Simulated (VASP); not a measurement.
# Si (Fd-3m) in VASP: single point with PBE+D3(BJ)

Aim: the single point of Si with PBE+D3(BJ).

Everything below comes from runs of VASP 6.6.1. Logs are shortened: lines on timing, memory, paths and dates and some standing lists are left out, and cuts for length are marked.

### 1 The cell of the first run

Symmetry: Fd-3m, No. 227, cubic system. Conventional cell: a = 5.427 Å, b = 5.427 Å, c = 5.427 Å, α = 90.00°, β = 90.00°, γ = 90.00°. Si (site symmetry -43m) has 4 Si at 2.35 Å within 3.1 Å.

### 2 Single point, PBE+D3(BJ)

The input, INCAR:

```
ALGO = Normal ; EDIFF = 1E-6
ENCUT = 500 ; GGA = PE
GGA_COMPAT = False ; ISIF = 2
ISMEAR = 0 ; IVDW = 12
LASPH = True ; LCHARG = False
LREAL = False ; LWAVE = False
NBANDS = 11 ; NELM = 120
PREC = Accurate ; SIGMA = 0.1
```

The input, KPOINTS:

```
k-points
0
Gamma
  6 6 6
```

The input, POSCAR:

```
Si
1.0
    0.0000000000      2.7135600000      2.7135600000
    2.7135600000      0.0000000000      2.7135600000
    2.7135600000      2.7135600000      0.0000000000
Si
2
Direct
    0.7500000000      0.7500000000      0.7500000000
    0.5000000000      0.5000000000      0.5000000000
```

Potentials or basis: VASP PAW PBE potentials, release 64 (Si).

The run is started by

```bash
cat potpaw_PBE.64/Si/POTCAR > POTCAR
mpirun -np 1 vasp_std > vasp.out
```

OUTCAR:

```text
EDIFF = 1E-6
   ENCUT = 500
   GGA = PE
   ISIF = 2
   ISMEAR = 0
   IVDW = 12
   LASPH = True
   LREAL = False
   NELM = 120
   PREC = Accurate
 IVDW          = 12

 ion  position               nearest neighbor table
   1  0.750  0.750  0.750-   2 2.35   2 2.35   2 2.35   2 2.35
   2  0.500  0.500  0.500-   1 2.35   1 2.35   1 2.35   1 2.35

  LATTYP: Found a face centered cubic cell.
 ALAT       =     5.4271200000

  Lattice vectors:

 A1 = (   0.0000000000,   2.7135600000,   2.7135600000)
 A2 = (   2.7135600000,   0.0000000000,   2.7135600000)
 A3 = (   2.7135600000,   2.7135600000,   0.0000000000)

Analysis of symmetry for initial positions (statically):
=====================================================================
 Subroutine PRICEL returns:
 Original cell was already a primitive cell.

 Routine SETGRP: Setting up the symmetry group for a
 face centered cubic supercell.

 Subroutine GETGRP returns: Found 48 space group operations
 (whereof 24 operations were pure point group operations)
 out of a pool of 48 trial point group operations.

The static configuration has the point symmetry T_d .
 The point group associated with its full space group is O_h .

Analysis of symmetry for dynamics (positions and initial velocities):
=====================================================================
 Subroutine PRICEL returns:
 Original cell was already a primitive cell.

 Routine SETGRP: Setting up the symmetry group for a
 face centered cubic supercell.

 Subroutine GETGRP returns: Found 48 space group operations
 (whereof 24 operations were pure point group operations)
 out of a pool of 48 trial point group operations.

The dynamic configuration has the point symmetry T_d .
 The point group associated with its full space group is O_h .

 Subroutine INISYM returns: Found 48 space group operations
 (whereof 24 operations are pure point group operations),
 and found     1 'primitive' translations

----------------------------------------------------------------------------------------

                                     Primitive cell

  volume of cell :      39.9621

  direct lattice vectors                    reciprocal lattice vectors
     0.000000000  2.713560000  2.713560000    -0.184259792  0.184259792  0.184259792
     2.713560000  0.000000000  2.713560000     0.184259792 -0.184259792  0.184259792
     2.713560000  2.713560000  0.000000000     0.184259792  0.184259792 -0.184259792

  length of vectors
     3.837553354  3.837553354  3.837553354     0.319147321  0.319147321  0.319147321

[... 79 lines left out ...]
   POTIM  = 0.5000    time-step for ionic-motion
   TEBEG  =    0.0;   TEEND  =   0.0 temperature during run
   PSTRESS=    0.0 pullay stress
   NELECT =       8.0000    total number of electrons
   NUPDOWN=      -1.0000    fix difference up-down
   EMIN   =  10.00;   EMAX   =-10.00  energy-range for DOS
   EFERMI =   0.00;   METHOD = LEGACY
   ISMEAR =     0;   SIGMA  =   0.10  broadening in eV -4-tet -1-fermi 0-gaus
   EFERMI_NEDOS =   21; number of points for ismear=-14 and -15
   IALGO  =     38    algorithm
   IMIX   =      4    mixing-type and parameters
     AMIX     =   0.40;   BMIX     =  1.00
     AMIX_MAG =   1.60;   BMIX_MAG =  1.00
  volume/ion in A,a.u.               =      19.98       134.84
  Fermi-wavevector in a.u.,A,eV,Ry     =   0.957684  1.809760 12.478691  0.917158
  Thomas-Fermi vector in A             =   2.086724
   LORBIT       =      0    0 simple, 1 ext, 2 COOP (PROOUT), +10 PAW based schemes
   GGA     = PE    functional components
   LHFCALC =     F    Hartree Fock is set to
   AEXX    =    0.0000 exact exchange contribution
   IVDW    =    12    specifies the selected vdW correction
   LEPSILON=     F    determine dielectric tensor
   LRPA    =     F    only Hartree local field effects (RPA)
 non-spin polarized calculation
 Gauss-broadening in eV      SIGMA  =   0.10
  energy-cutoff  :      500.00
  volume of cell :       39.96
 maximum number of plane-waves:      1032
   NGX = 13   NGY = 13   NGZ = 13

 number of electron       8.0000001 magnetization

 Free energy of the ion-electron system (eV)
  ---------------------------------------------------
  ext. energy  EPLUGINS =         0.00000000
  ---------------------------------------------------
  free energy    TOTEN  =       -10.81985377 eV

  energy without entropy =      -10.81985376  energy(sigma->0) =      -10.81985376

 E-fermi :   6.1994     XC(G=0):  -9.4123

 val. band max:        5.8538654664   @ k =   0.0000   0.0000   0.0000
 cond. band min:       6.5573460319   @ k =   0.5000   0.5000   0.0000
 fundamental gap:      0.7034805655
 Fermi energy:         6.1993733817

 k-point     1 :       0.0000    0.0000    0.0000
  band No.  band energies     occupation
      1      -6.1187      2.00000
      2       5.8539      2.00000
      3       5.8539      2.00000
      4       5.8539      2.00000
      5       8.4171      0.00000
      6       8.4171      0.00000
      7       8.4171      0.00000
      8       9.2511      0.00000
      9      13.5709      0.00000
     10      13.5709      0.00000
     11      13.8206      0.00000
[... 197 lines left out ...]
 k-point    16 :      -0.3333    0.5000    0.1667
  band No.  band energies     occupation
      1      -1.8460      2.00000
      2      -1.8460      2.00000
      3       2.2025      2.00000
      4       2.2025      2.00000
      5       8.6005      0.00000
      6       8.6005      0.00000
      7      12.6244      0.00000
      8      12.6244      0.00000
      9      16.4405      0.00000
     10      16.4405      0.00000
     11      18.8276      0.00000

------------------------ aborting loop because EDIFF is reached ----------------------------------------

 Edisp (eV)   -0.62955

 E8    (eV) :    -0.2610

  FORCE on cell =-STRESS in cart. coord.  units (eV):
  Direction    XX          YY          ZZ          XY          YZ          ZX
  --------------------------------------------------------------------------------------
  -------------------------------------------------------------------------------------
  Total      -0.07139    -0.07139    -0.07139     0.00000    -0.00000     0.00000
  in kB      -2.86215    -2.86215    -2.86215     0.00000    -0.00000     0.00000
  external pressure =       -2.86 kB  Pullay stress =        0.00 kB

 VOLUME and BASIS-vectors are now :
 -----------------------------------------------------------------------------
  energy-cutoff  :      500.00
  volume of cell :       39.96
      direct lattice vectors                 reciprocal lattice vectors
     0.000000000  2.713560000  2.713560000    -0.184259792  0.184259792  0.184259792
     2.713560000  0.000000000  2.713560000     0.184259792 -0.184259792  0.184259792
     2.713560000  2.713560000  0.000000000     0.184259792  0.184259792 -0.184259792

 POSITION                                       TOTAL-FORCE (eV/Angst)
 -----------------------------------------------------------------------------------
      4.07034      4.07034      4.07034         0.000000      0.000000      0.000000
      2.71356      2.71356      2.71356        -0.000000     -0.000000     -0.000000
 -----------------------------------------------------------------------------------
    total drift:                                0.000000      0.000000     -0.000000

  FREE ENERGIE OF THE ION-ELECTRON SYSTEM (eV)
  ---------------------------------------------------
  free  energy   TOTEN  =       -11.4494017067 eV

  energy  without entropy=      -11.4494016963  energy(sigma->0) =      -11.44940170
```

OSZICAR:

```text
N       E                     dE             d eps       ncg     rms          rms(c)
DAV:   1     0.823047650452E+01    0.82305E+01   -0.32247E+03   352   0.568E+02
DAV:   2    -0.104071917957E+02   -0.18638E+02   -0.17724E+02   470   0.850E+01
DAV:   3    -0.110005745854E+02   -0.59338E+00   -0.59140E+00   474   0.134E+01
DAV:   4    -0.110051504561E+02   -0.45759E-02   -0.45754E-02   408   0.151E+00
DAV:   5    -0.110051965461E+02   -0.46090E-04   -0.46090E-04   457   0.137E-01    0.491E+00
DAV:   6    -0.108768009673E+02    0.12840E+00   -0.72464E-02   391   0.111E+00    0.300E+00
DAV:   7    -0.108182731725E+02    0.58528E-01   -0.13989E-01   388   0.166E+00    0.187E-01
DAV:   8    -0.108196117507E+02   -0.13386E-02   -0.61540E-03   397   0.424E-01    0.820E-02
DAV:   9    -0.108198268742E+02   -0.21512E-03   -0.20301E-04   436   0.871E-02    0.600E-02
DAV:  10    -0.108198530772E+02   -0.26203E-04   -0.22348E-05   414   0.273E-02    0.561E-03
DAV:  11    -0.108198537661E+02   -0.68891E-06   -0.22041E-06   428   0.774E-03
   1 F= -.11449402E+02 E0= -.11449402E+02  d E =-.104437E-07
```

Run time: 5 s. Hardware: 1 thread of Intel Xeon Platinum 8488C (Sapphire Rapids), shared host; peak memory 0.15 GiB.

What came out:

| Quantity | Value |
| --- | --- |
| Free energy | -11.4494 eV |
| Pressure | -0.3 GPa |
| Band gap on the k mesh | 0.70 eV, indirect (least direct gap 2.56 eV) |
| Dispersion energy per atom | -0.315 eV |

Levels at points of the mesh, in eV from the valence-band top:
```
           k point  band 1  band 2  band 3  band 4  band 5  band 6  band 7  band 8  band 9
(0.00, 0.00, 0.00)  -11.97    0.00    0.00    0.00    2.56    2.56    2.56    3.40    7.72
(0.50, 0.00, 0.00)   -9.64   -6.98   -1.20   -1.20    1.55    3.34    3.34    7.73   10.55
(0.50, 0.50, 0.00)   -7.82   -7.82   -2.86   -2.86    0.70    0.70   10.13   10.13   10.98
```

A k mesh can miss the band edges. As with any semilocal functional, this PBE gap is likely too small.
